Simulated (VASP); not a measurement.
# VO2 (P4_2/mnm) in VASP: a series of runs

The runs below take VO2 through single point, with PBEsol.

Program: VASP 6.6.1. These are calculated values, not measurements. Logs are shortened: lines on timing, memory, paths and dates and some standing lists are left out, and cuts for length are marked.

## (1) The cell of the first run

It takes space group P4_2/mnm (No. 136, tetragonal). The conventional cell has a = 4.555 Å, b = 4.555 Å, c = 2.853 Å, α = 90.00°, β = 90.00°, γ = 90.00°. Within 2.5 Å of V (site symmetry mmm) lie 6 O at 1.92 to 1.93 Å. Within 2.6 Å of O (site symmetry m2m) lie 3 V at 1.92 to 1.93 Å and 1 O at 2.58 Å.

## (2) Single point, PBEsol, collinear spin, ferromagnetic start

The input, INCAR:

```
SYSTEM = VO2
PREC = Accurate
ENCUT = 600
EDIFF = 1E-6
ISMEAR = 0
SIGMA = 0.05
LREAL = .FALSE.
LASPH = .TRUE.
NELM = 200
ALGO = Normal
ISIF = 2
LWAVE = .FALSE.
LCHARG = .FALSE.
ISPIN = 2
MAGMOM = 1 1 0 0 0 0
LORBIT = 11
LMAXMIX = 4
GGA = PS
NBANDS = 38
GGA_COMPAT = .FALSE.
```

The input, KPOINTS:

```
Automatic mesh
0
G
  4 4 7
  0 0 0
```

The input, POSCAR:

```
VO2
1.0
    4.5546007500      0.0000000000      0.0000000000
    0.0000000000      4.5546007500      0.0000000000
    0.0000000000      0.0000000000      2.8528004700
V O
2 4
Direct
    0.0000000000      0.0000000000      0.0000000000
    0.5000000000      0.5000000000      0.5000000000
    0.3001000000      0.3001000000      0.0000000000
    0.1999000000      0.8001000000      0.5000000000
    0.6999000000      0.6999000000      0.0000000000
    0.8001000000      0.1999000000      0.5000000000
```

Potentials or basis: VASP PAW PBE potentials, release 64 (V_sv, O).

Started as:

```bash
$ cat potpaw_PBE.64/V_sv/POTCAR potpaw_PBE.64/O/POTCAR > POTCAR
$ mpirun -np 1 vasp_std > vasp.out
```

OUTCAR:

```text
SYSTEM = VO2
   PREC = Accurate
   ENCUT = 600
   EDIFF = 1E-6
   ISMEAR = 0
   LREAL = .FALSE.
   LASPH = .TRUE.
   NELM = 200
   ISIF = 2
   ISPIN = 2
   LORBIT = 11
   GGA = PS

 ion  position               nearest neighbor table
   1  0.000  0.000  0.000-   4 1.92   6 1.92   4 1.92   6 1.92   5 1.93   3 1.93
   2  0.500  0.500  0.500-   3 1.92   5 1.92   3 1.92   5 1.92   4 1.93   6 1.93
   3  0.300  0.300  0.000-   2 1.92   2 1.92   1 1.93
   4  0.200  0.800  0.500-   1 1.92   1 1.92   2 1.93
   5  0.700  0.700  0.000-   2 1.92   2 1.92   1 1.93
   6  0.800  0.200  0.500-   1 1.92   1 1.92   2 1.93

  LATTYP: Found a simple tetragonal cell.
 ALAT       =     4.5546007500
 C/A-ratio  =     0.6263557722

  Lattice vectors:

 A1 = (   4.5546007500,   0.0000000000,   0.0000000000)
 A2 = (   0.0000000000,   4.5546007500,   0.0000000000)
 A3 = (   0.0000000000,   0.0000000000,   2.8528004700)

Analysis of symmetry for initial positions (statically):
=====================================================================
 Subroutine PRICEL returns:
 Original cell was already a primitive cell.

 Routine SETGRP: Setting up the symmetry group for a
 simple tetragonal supercell.

 Subroutine GETGRP returns: Found 16 space group operations
 (whereof  8 operations were pure point group operations)
 out of a pool of 16 trial point group operations.

The static configuration has the point symmetry D_2h.
 The point group associated with its full space group is D_4h.

Analysis of symmetry for dynamics (positions and initial velocities):
=====================================================================
 Subroutine PRICEL returns:
 Original cell was already a primitive cell.

 Routine SETGRP: Setting up the symmetry group for a
 simple tetragonal supercell.

 Subroutine GETGRP returns: Found 16 space group operations
 (whereof  8 operations were pure point group operations)
 out of a pool of 16 trial point group operations.

The dynamic configuration has the point symmetry D_2h.
 The point group associated with its full space group is D_4h.

Analysis of structural, dynamic, and magnetic symmetry:
=====================================================================
 Subroutine PRICEL returns:
 Original cell was already a primitive cell.

 Routine SETGRP: Setting up the symmetry group for a
 simple tetragonal supercell.

 Subroutine GETGRP returns: Found 16 space group operations
 (whereof  8 operations were pure point group operations)
 out of a pool of 16 trial point group operations.

The overall configuration has the point symmetry D_2h.
 The point group associated with its full space group is D_4h.

[... 143 lines left out ...]
 number of electron      49.9999986 magnetization       1.9968747

 Free energy of the ion-electron system (eV)
  ---------------------------------------------------
  ext. energy  EPLUGINS =         0.00000000
  ---------------------------------------------------
  free energy    TOTEN  =       -54.61533905 eV

  energy without entropy =      -54.61137674  energy(sigma->0) =      -54.61335790

 E-fermi :   6.2078     XC(G=0): -12.0499

 val. band max:        6.2010209851   @ k =   0.2500   0.2500   0.2857
 cond. band min:       6.2100539819   @ k =   0.2500   0.0000   0.1429
 fundamental gap:      0.0090329968
 Fermi energy:         6.2077876431

 spin component 1

 k-point     1 :       0.0000    0.0000    0.0000
  band No.  band energies     occupation
      1     -59.6555      1.00000
      2     -59.6459      1.00000
      3     -33.6052      1.00000
      4     -33.6052      1.00000
      5     -33.5279      1.00000
      6     -33.5173      1.00000
[... 949 lines left out ...]
     36      16.6180      0.00000
     37      18.4181      0.00000
 Fermi energy:         6.2077876431

 spin component 2

 k-point     1 :       0.0000    0.0000    0.0000
  band No.  band energies     occupation
      1     -58.5813      1.00000
      2     -58.5711      1.00000
      3     -32.5492      1.00000
      4     -32.5492      1.00000
      5     -32.4853      1.00000
      6     -32.4638      1.00000
[... 949 lines left out ...]
     36      16.7275      0.00000
     37      18.7384      0.00000
 [bands above 37 left out]

------------------------ aborting loop because EDIFF is reached ----------------------------------------

  FORCE on cell =-STRESS in cart. coord.  units (eV):
  Direction    XX          YY          ZZ          XY          YZ          ZX
  --------------------------------------------------------------------------------------
  -------------------------------------------------------------------------------------
  Total       -1.7793002     -1.7793002     -3.1087699     -0.0000000      0.0000000      0.0000000
  in kB      -48.1712348    -48.1712348    -84.1641502     -0.0000000      0.0000000      0.0000000
  external PRESSURE =     -60.1688732 kB  Pullay stress =       0.0000000 kB

 VOLUME and BASIS-vectors are now :
 -----------------------------------------------------------------------------
  energy-cutoff  :      600.00
  volume of cell :       59.18
      direct lattice vectors                 reciprocal lattice vectors
     4.554600750  0.000000000  0.000000000     0.219558213  0.000000000  0.000000000
     0.000000000  4.554600750  0.000000000     0.000000000  0.219558213  0.000000000
     0.000000000  0.000000000  2.852800470     0.000000000  0.000000000  0.350532752

 POSITION                                       TOTAL-FORCE (eV/Angst)
 -----------------------------------------------------------------------------------
      0.00000      0.00000      0.00000         0.000000      0.000000      0.000000
      2.27730      2.27730      1.42640         0.000000      0.000000      0.000000
      1.36684      1.36684      0.00000        -0.024263     -0.024263      0.000000
      0.91046      3.64414      1.42640         0.024263     -0.024263      0.000000
      3.18777      3.18777      0.00000         0.024263      0.024263      0.000000
      3.64414      0.91046      1.42640        -0.024263      0.024263      0.000000
 -----------------------------------------------------------------------------------
    total drift:                                0.000000      0.000000      0.000000

  FREE ENERGIE OF THE ION-ELECTRON SYSTEM (eV)
  ---------------------------------------------------
  free  energy   TOTEN  =       -54.6153390503 eV

  energy  without entropy=      -54.6113767423  energy(sigma->0) =      -54.61335790

 total charge

# of ion       s       p       d       tot
------------------------------------------
    1        2.287   6.344   2.920  11.551
    2        2.287   6.344   2.920  11.551
    3        1.563   3.459   0.000   5.022
    4        1.563   3.459   0.000   5.022
    5        1.563   3.459   0.000   5.022
    6        1.563   3.459   0.000   5.022
--------------------------------------------------
tot         10.828  26.524   5.839  43.191

 magnetization (x)

# of ion       s       p       d       tot
------------------------------------------
    1        0.013   0.012   1.012   1.038
    2        0.013   0.012   1.012   1.038
    3       -0.002  -0.048   0.000  -0.050
    4       -0.002  -0.048   0.000  -0.050
    5       -0.002  -0.048   0.000  -0.050
    6       -0.002  -0.048   0.000  -0.050
--------------------------------------------------
tot          0.018  -0.166   2.024   1.877
```

OSZICAR:

```text
N       E                     dE             d eps       ncg     rms          rms(c)
DAV:   1     0.656657231715E+03    0.65666E+03   -0.29359E+04  3648   0.160E+03
DAV:   2    -0.192167741768E+02   -0.67587E+03   -0.62996E+03  3880   0.485E+02
DAV:   3    -0.700099754477E+02   -0.50793E+02   -0.49989E+02  4110   0.143E+02
DAV:   4    -0.706978087471E+02   -0.68783E+00   -0.68668E+00  4036   0.177E+01
DAV:   5    -0.707035211157E+02   -0.57124E-02   -0.57115E-02  4082   0.171E+00    0.489E+01
DAV:   6    -0.586349955256E+02    0.12069E+02   -0.54776E+01  4248   0.728E+01    0.235E+01
DAV:   7    -0.568124170053E+02    0.18226E+01   -0.30972E+01  3698   0.603E+01    0.227E+01
DAV:   8    -0.546878275887E+02    0.21246E+01   -0.32644E+00  3838   0.188E+01    0.475E+00
DAV:   9    -0.546162504974E+02    0.71577E-01   -0.33646E-01  4230   0.501E+00    0.145E+00
DAV:  10    -0.546176215142E+02   -0.13710E-02   -0.53619E-02  3978   0.178E+00    0.115E+00
DAV:  11    -0.546184359723E+02   -0.81446E-03   -0.68164E-03  4034   0.585E-01    0.707E-01
DAV:  12    -0.546155106974E+02    0.29253E-02   -0.86755E-03  3992   0.880E-01    0.175E-01
DAV:  13    -0.546154610721E+02    0.49625E-04   -0.53701E-04  4032   0.169E-01    0.168E-01
DAV:  14    -0.546153344672E+02    0.12660E-03   -0.31536E-04  4008   0.149E-01    0.515E-02
DAV:  15    -0.546153386924E+02   -0.42252E-05   -0.30475E-05  3980   0.373E-02    0.227E-02
DAV:  16    -0.546153390503E+02   -0.35786E-06   -0.72409E-06  3974   0.233E-02
   1 F= -.54615339E+02 E0= -.54613358E+02  d E =-.396231E-02  mag=     1.9986
```

It took 84 s on 1 thread of Intel Xeon Platinum 8259CL at 2.50GHz (Skylake/Cascade Lake), shared host; peak memory 0.25 GiB.

Results:

```yaml
Free_energy: -54.6153 eV
Pressure: -6.0 GPa
Largest_force: 0.034 eV/Å
Band_gap_on_the_k_mesh: zero (filled and empty bands overlap)
Net_moment: 2.00 μB per cell
Site_moments: V +1.04; O -0.05 μB
Valence_electrons_inside_the_program's_atomic_spheres: V 11.55; O 5.02
```

Forces in eV/Å, atoms in the order of the input:
```
V    0.000  0.000  0.000
V    0.000  0.000  0.000
O   -0.024 -0.024  0.000
O    0.024 -0.024  0.000
O    0.024  0.024  0.000
O   -0.024  0.024  0.000
```

Stress tensor (GPa, compression positive):
```
-4.82  0.00  0.00
 0.00 -4.82  0.00
 0.00  0.00 -8.42
```

Caveat: the cell stands under tension; the PAW data sets were made with another functional, which shifts forces and pressure a little; semilocal functionals often make such compounds metallic where correlation or magnetic order opens a gap, which also shifts bond lengths.

## (3) Single point, PBEsol, collinear spin, antiferromagnetic start

The input, INCAR:

```
PREC = Accurate ; ENCUT = 600
EDIFF = 1E-6 ; ISMEAR = 0
SIGMA = 0.05 ; LREAL = F
LASPH = T ; NELM = 200
ALGO = Normal ; ISIF = 2
LWAVE = F ; LCHARG = F
ISPIN = 2 ; MAGMOM = 0.32 -0.32 0 0 0 0
LORBIT = 11 ; LMAXMIX = 4
GGA = PS ; NBANDS = 38
GGA_COMPAT = F
```

The input, KPOINTS:

```
Automatic mesh
0
Gamma
  4 4 7
```

POSCAR is that of step 2.

Potentials or basis: VASP PAW PBE potentials, release 64 (V_sv, O).

Started as:

```bash
$ cat potpaw_PBE.64/V_sv/POTCAR potpaw_PBE.64/O/POTCAR > POTCAR
$ mpirun -np 1 vasp_std > vasp.out
```

Run time: 86 s. Hardware: 1 thread of Intel Xeon Platinum 8259CL at 2.50GHz (Skylake/Cascade Lake), shared host; peak memory 0.25 GiB.

It converged, with:

| Item | Value |
| --- | --- |
| Free energy | -54.4655 eV |
| Pressure | -8.4 GPa |
| Largest force | 0.165 eV/Å |
| Band gap on the k mesh | zero (filled and empty bands overlap) |
| Net moment | 0.00 μB per cell |
| Site moments | V +0.10, -0.10; O +0.00, -0.00 (each value once) μB |
| Valence electrons inside the program's atomic spheres | V 11.56; O 5.02 |

Forces in eV/Å, atoms in the order of the input:
```
V    0.000  0.000  0.000
V    0.000  0.000  0.000
O    0.117  0.117  0.000
O   -0.117  0.117  0.000
O   -0.117 -0.117  0.000
O    0.117 -0.117  0.000
```

Stress tensor (GPa, compression positive):
```
 -4.89   0.00   0.00
  0.00  -4.89   0.00
  0.00   0.00 -15.30
```

Levels at points of the mesh, in eV from the Fermi level:
Spin up:
```
           k point  band 21  band 22  band 23  band 24  band 25  band 26  band 27  band 28  band 29  band 30
(0.00, 0.00, 0.00)    -2.30    -2.15    -2.15    -1.65    -0.60    -0.50    -0.06     0.07     0.08     2.03
(0.50, 0.00, 0.00)    -3.39    -3.37    -2.42    -2.41     0.00     0.09     0.54     0.68     1.26     1.33
(0.50, 0.50, 0.00)    -2.98    -2.97    -2.97    -2.97    -0.66    -0.58    -0.04     0.10     1.61     1.68
```
Spin down:
```tsv
k point	band 21	band 22	band 23	band 24	band 25	band 26	band 27	band 28	band 29	band 30
(0.00, 0.00, 0.00)	-2.30	-2.15	-2.15	-1.65	-0.60	-0.50	-0.06	0.07	0.08	2.03
(0.50, 0.00, 0.00)	-3.39	-3.37	-2.42	-2.41	0.00	0.09	0.54	0.68	1.26	1.33
(0.50, 0.50, 0.00)	-2.98	-2.97	-2.97	-2.97	-0.66	-0.58	-0.04	0.10	1.61	1.68
```

Caveat: the stress differs along the axes, from -15 to -5 GPa; the PAW data sets were made with another functional, which shifts forces and pressure a little; semilocal functionals often make such compounds metallic where correlation or magnetic order opens a gap, which also shifts bond lengths. With open d or f shells a metallic result of PBEsol can be an artefact of self-interaction; +U or a hybrid may open a gap.
